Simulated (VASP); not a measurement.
# CaO in VASP: notebook, part 2 of 2

VASP 6.6.1. The steps go on from the part before.

### Step 3. Single point, PBE (all Ca atoms moved 0.04 Å in one direction, then relaxed in part)

File INCAR:

```
SYSTEM = CaO
  PREC = Accurate
  ENCUT = 520
  EDIFF = 1E-6
  ISMEAR = 0
  SIGMA = 0.05
  LREAL = .False.
  LASPH = .True.
  NELM = 100
  ALGO = Normal
  ISIF = 2
  LWAVE = .False.
  LCHARG = .False.
  GGA = PE
  NBANDS = 15
```

File KPOINTS:

```
regular mesh
0
Gamma
  8 8 8
  0 0 0
```

File POSCAR:

```
CaO
1.0
    0.0000365098      2.4154395891      2.4154080445
    2.4153976844      0.0000118224      2.4154327319
    2.4153766492      2.4154432412      0.0000328577
Ca O
1 1
Direct
    0.0000004507     -0.0000049383     -0.0000018772
    0.4999995493      0.5000049383      0.5000018772
```

Potentials or basis: VASP PAW PBE potentials, release 64 (Ca_sv, O).

The run is started by

```console
> cat potpaw_PBE.64/Ca_sv/POTCAR potpaw_PBE.64/O/POTCAR > POTCAR
> mpirun -np 1 vasp_std > vasp.out
```

OUTCAR:

```text
SYSTEM = CaO
   PREC = Accurate
   ENCUT = 520
   EDIFF = 1E-6
   ISMEAR = 0
   LREAL = .False.
   LASPH = .True.
   NELM = 100
   ISIF = 2
   GGA = PE

 ion  position               nearest neighbor table
   1  0.000  1.000  1.000-   2 2.42   2 2.42   2 2.42   2 2.42   2 2.42   2 2.42
   2  0.500  0.500  0.500-   1 2.42   1 2.42   1 2.42   1 2.42   1 2.42   1 2.42

  LATTYP: Found a base centered monoclinic cell.
 ALAT       =     4.8307378242
 B/A-ratio  =     1.0000275701
 C/A-ratio  =     0.7071034880
 COS(beta)  =    -0.7070932277

  Lattice vectors:

 A1 = (   2.4153611746,  -2.4154277667,   0.0000246874)
 A2 = (   2.4153766492,   2.4154432412,   0.0000328577)
 A3 = (  -2.4153401394,  -0.0000036521,   2.4153751868)

Analysis of symmetry for initial positions (statically):
=====================================================================
 Subroutine PRICEL returns:
 Original cell was already a primitive cell.

 Routine SETGRP: Setting up the symmetry group for a
 base centered monoclinic supercell.

 Subroutine GETGRP returns: Found  2 space group operations
 (whereof  2 operations were pure point group operations)
 out of a pool of  4 trial point group operations.

The static configuration has the point symmetry C_1h.

Analysis of symmetry for dynamics (positions and initial velocities):
=====================================================================
 Subroutine PRICEL returns:
 Original cell was already a primitive cell.

 Routine SETGRP: Setting up the symmetry group for a
 base centered monoclinic supercell.

 Subroutine GETGRP returns: Found  2 space group operations
 (whereof  2 operations were pure point group operations)
 out of a pool of  4 trial point group operations.

The dynamic configuration has the point symmetry C_1h.

 Subroutine INISYM returns: Found  2 space group operations
 (whereof  2 operations are pure point group operations),
 and found     1 'primitive' translations

----------------------------------------------------------------------------------------

                                     Primitive cell

  volume of cell :      28.1837

  direct lattice vectors                    reciprocal lattice vectors
     0.000036510  2.415439589  2.415408044    -0.207010844  0.207002321  0.207006827
     2.415397684  0.000011822  2.415432732     0.207005913 -0.207003021  0.207002596
     2.415376649  2.415443241  0.000032858     0.207009518  0.207001695 -0.207007528

  length of vectors
     3.415925121  3.415912946  3.415905504     0.358546060  0.358541174  0.358545337

  position of ions in fractional coordinates (direct lattice)
     0.000000451  0.999995062  0.999998123
     0.499999549  0.500004938  0.500001877

  ion indices of the primitive-cell ions
   primitive index   ion index
                 1           1
                 2           2

----------------------------------------------------------------------------------------

 KPOINTS: regular mesh

Automatic generation of k-mesh.
 Grid dimensions read from file:
 generate k-points for:    8    8    8

 Generating k-lattice:

  Cartesian coordinates                     Fractional coordinates (reciprocal lattice)
    -0.025876356  0.025875290  0.025875853     0.125000000  0.000000000  0.000000000
     0.025875739 -0.025875378  0.025875324    -0.000000000  0.125000000 -0.000000000
     0.025876190  0.025875212 -0.025875941     0.000000000  0.000000000  0.125000000

  Length of vectors
     0.044818258  0.044817647  0.044818167

  Shift w.r.t. Gamma in fractional coordinates (k-lattice)
     0.000000000  0.000000000  0.000000000

 Subroutine IBZKPT returns following result:
 ===========================================

 Found    150 irreducible k-points:

 Following reciprocal coordinates:
            Coordinates               Weight
  0.000000  0.000000  0.000000      1.000000
  0.125000  0.000000 -0.000000      4.000000
  0.250000  0.000000 -0.000000      4.000000
  0.375000  0.000000 -0.000000      4.000000
  0.500000  0.000000 -0.000000      2.000000
  0.000000  0.125000  0.000000      4.000000
[... 16 lines left out ...]
  0.125000  0.375000 -0.000000      4.000000
  0.250000  0.375000 -0.000000      4.000000
 [... further k-points ...]
   k-points           NKPTS =    150   k-points in BZ     NKDIM =    150   number of bands    NBANDS=     15
   number of dos      NEDOS =    301   number of ions     NIONS =      2
   total plane-waves  NPLWV =  21952
   dimension x,y,z NGX =    28 NGY =   28 NGZ =   28
   dimension x,y,z NGXF=    56 NGYF=   56 NGZF=   56
   ions per type =               1   1
   NGX,Y,Z   is equivalent  to a cutoff of  13.63, 13.63, 13.63 a.u.
   NGXF,Y,Z  is equivalent  to a cutoff of  27.25, 27.25, 27.25 a.u.
 SYSTEM =  CaO
   PREC   = accura    normal or accurate (medium, high low for compatibility)
   ISTART =      0    job   : 0-new  1-cont  2-samecut
   ICHARG =      2    charge: 1-file 2-atom 10-const
   ISPIN  =      1    spin polarized calculation?
   LNONCOLLINEAR =      F non collinear calculations
   LSORBIT =      F    spin-orbit coupling
   LASPH  =      T    aspherical Exc in radial PAW
   ENCUT  =  520.0 eV  38.22 Ry    6.18 a.u.   6.35  6.35  6.35*2*pi/ulx,y,z
   NELM   =    100;   NELMIN=  2; NELMDL= -5     # of ELM steps
   EDIFF  = 0.1E-05   stopping-criterion for ELM
   LREAL  =      F    real-space projection
   EDIFFG = 0.1E-04   stopping-criterion for IOM
   NSW    =      0    number of steps for IOM
   IBRION =     -1    ionic relax: 0-MD 1-quasi-New 2-CG
   NFREE  =      0    steps in history (QN), initial steepest desc. (CG)
   ISIF   =      2    stress and relaxation
   ISYM   =      2    0-nonsym 1-usesym 2-fastsym
   POTIM  = 0.5000    time-step for ionic-motion
   TEBEG  =    0.0;   TEEND  =   0.0 temperature during run
   PSTRESS=    0.0 pullay stress
   NELECT =      16.0000    total number of electrons
   NUPDOWN=      -1.0000    fix difference up-down
   EMIN   =  10.00;   EMAX   =-10.00  energy-range for DOS
   EFERMI =   0.00;   METHOD = LEGACY
   ISMEAR =     0;   SIGMA  =   0.05  broadening in eV -4-tet -1-fermi 0-gaus
   EFERMI_NEDOS =   21; number of points for ismear=-14 and -15
   IALGO  =     38    algorithm
   IMIX   =      4    mixing-type and parameters
     AMIX     =   0.40;   BMIX     =  1.00
     AMIX_MAG =   1.60;   BMIX_MAG =  1.00
  volume/ion in A,a.u.               =      14.09        95.10
  Fermi-wavevector in a.u.,A,eV,Ry     =   1.355549  2.561616 25.000888  1.837513
  Thomas-Fermi vector in A             =   2.482627
   LORBIT       =      0    0 simple, 1 ext, 2 COOP (PROOUT), +10 PAW based schemes
   GGA     = PE    functional components
   LHFCALC =     F    Hartree Fock is set to
   AEXX    =    0.0000 exact exchange contribution
   IVDW    =     0    specifies the selected vdW correction
   LEPSILON=     F    determine dielectric tensor
   LRPA    =     F    only Hartree local field effects (RPA)
 non-spin polarized calculation
 Gauss-broadening in eV      SIGMA  =   0.05
  energy-cutoff  :      520.00
  volume of cell :       28.18
 maximum number of plane-waves:       775
 NGX is ok and might be reduce to    28
   NGX = 13   NGY = 13   NGZ = 13

 number of electron      15.9999997 magnetization

 Free energy of the ion-electron system (eV)
  ---------------------------------------------------
  ext. energy  EPLUGINS =         0.00000000
  ---------------------------------------------------
  free energy    TOTEN  =       -12.80533137 eV

  energy without entropy =      -12.80533137  energy(sigma->0) =      -12.80533137

 E-fermi :   2.5197     XC(G=0): -10.4015

 val. band max:        2.2647510841   @ k =   0.0000   0.0000   0.0000
 cond. band min:       5.9037227115   @ k =  -0.0000   0.5000   0.5000
 fundamental gap:      3.6389716275
 Fermi energy:         2.5196707876

 k-point     1 :       0.0000    0.0000    0.0000
  band No.  band energies     occupation
      1     -35.4352      2.00000
      2     -16.2099      2.00000
      3     -16.2098      2.00000
      4     -16.2098      2.00000
      5     -13.2382      2.00000
      6       2.2647      2.00000
      7       2.2647      2.00000
      8       2.2648      2.00000
      9       6.8553      0.00000
     10       8.4520      0.00000
     11       8.4520      0.00000
     12       8.4523      0.00000
     13       9.9293      0.00000
     14       9.9295      0.00000
[... 401 lines left out ...]
      2     -16.8345      2.00000
      3     -16.3668      2.00000
      4     -16.3483      2.00000
      5     -12.6551      2.00000
      6       0.5050      2.00000
      7       1.6488      2.00000
      8       1.7807      2.00000
      9       6.8968      0.00000
     10       9.5988      0.00000
     11      10.7625      0.00000
     12      10.8084      0.00000
     13      11.0113      0.00000
     14      12.7364      0.00000
     15      18.1217      0.00000

 [... further k-points ...]
[... 5 lines left out ...]
  --------------------------------------------------------------------------------------
  -------------------------------------------------------------------------------------
  Total        0.0942631      0.0935478      0.0939649      0.0000006      0.0000003     -0.0003121
  in kB        5.3586281      5.3179670      5.3416785      0.0000342      0.0000180     -0.0177420
  external PRESSURE =       5.3394245 kB  Pullay stress =       0.0000000 kB

 VOLUME and BASIS-vectors are now :
 -----------------------------------------------------------------------------
  energy-cutoff  :      520.00
  volume of cell :       28.18
      direct lattice vectors                 reciprocal lattice vectors
     0.000036510  2.415439589  2.415408044    -0.207010844  0.207002321  0.207006827
     2.415397684  0.000011822  2.415432732     0.207005913 -0.207003021  0.207002596
     2.415376649  2.415443241  0.000032858     0.207009518  0.207001695 -0.207007528

 POSITION                                       TOTAL-FORCE (eV/Angst)
 -----------------------------------------------------------------------------------
      4.83076      2.41545      2.41545         0.000147      0.000000      0.000057
      2.41542      2.41545      2.41545        -0.000147     -0.000000     -0.000057
 -----------------------------------------------------------------------------------
    total drift:                                0.000006     -0.001545     -0.000002

  FREE ENERGIE OF THE ION-ELECTRON SYSTEM (eV)
  ---------------------------------------------------
  free  energy   TOTEN  =       -12.8053313729 eV

  energy  without entropy=      -12.8053313729  energy(sigma->0) =      -12.80533137
```

OSZICAR:

```text
N       E                     dE             d eps       ncg     rms          rms(c)
DAV:   1     0.123982841741E+03    0.12398E+03   -0.83940E+03  4500   0.109E+03
DAV:   2    -0.920847869407E+01   -0.13319E+03   -0.12421E+03  5627   0.289E+02
DAV:   3    -0.143784327624E+02   -0.51700E+01   -0.51367E+01  5383   0.589E+01
DAV:   4    -0.145143648493E+02   -0.13593E+00   -0.13585E+00  6405   0.856E+00
DAV:   5    -0.145159500046E+02   -0.15852E-02   -0.15851E-02  5318   0.822E-01    0.856E+00
DAV:   6    -0.128860769132E+02    0.16299E+01   -0.51703E+00  5034   0.220E+01    0.363E+00
DAV:   7    -0.128087550052E+02    0.77322E-01   -0.41043E-01  4962   0.659E+00    0.181E+00
DAV:   8    -0.128061305906E+02    0.26244E-02   -0.76136E-02  5823   0.298E+00    0.420E-01
DAV:   9    -0.128046887695E+02    0.14418E-02   -0.44175E-03  4605   0.555E-01    0.111E-01
DAV:  10    -0.128053543678E+02   -0.66560E-03   -0.73518E-04  5487   0.241E-01    0.439E-02
DAV:  11    -0.128053313703E+02    0.22998E-04   -0.45306E-05  5580   0.809E-02    0.611E-03
DAV:  12    -0.128053313729E+02   -0.26262E-08   -0.73694E-06  5144   0.233E-02
   1 F= -.12805331E+02 E0= -.12805331E+02  d E =-.839755E-15
```

Wall time 41 s (1 thread of AMD EPYC 9R45 (Zen 5), shared host); peak memory 0.17 GiB.

What came out:

| Property | Result |
| --- | --- |
| Free energy | -12.8053 eV |
| Pressure | 0.5 GPa |
| Band gap on the k mesh | 3.64 eV, indirect (least direct gap 4.02 eV) |

Caveat: the cell differs from its parent crystal (all Ca atoms moved 0.04 Å in one direction, then relaxed in part).
